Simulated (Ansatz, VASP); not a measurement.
Zr: VASP beside Ansatz

```
CELL_PARAMETERS angstrom
-1.78554 1.78554 1.78554
1.78554 -1.78554 1.78554
1.78554 1.78554 -1.78554
ATOMIC_POSITIONS crystal
Zr 0.00000 0.00000 0.00000
```

Change from the starting cell: volume scaled by 0.96.

Alike in both runs: task single point; functional LDA; k mesh 16 × 16 × 16; occupations fermi-dirac, width 0.03 eV; no spin polarisation.

|  | VASP | Ansatz |
| --- | --- | --- |
| version | VASP 6.6.1 | Ansatz 0.2.0 |
| potentials or method | VASP PAW LDA potentials, release 64 (Zr_sv), cutoff 520 eV | all-electron LAPW, scalar-relativistic |

```tsv
	VASP	Ansatz	Ansatz less VASP
pressure (GPa)	-6.6	-6.6	-0.06
```

LDA's correlation is that of Perdew and Zunger in VASP and of Perdew and Wang (1992) in Ansatz. Ansatz ran all-electron here, and VASP with PAW potentials.
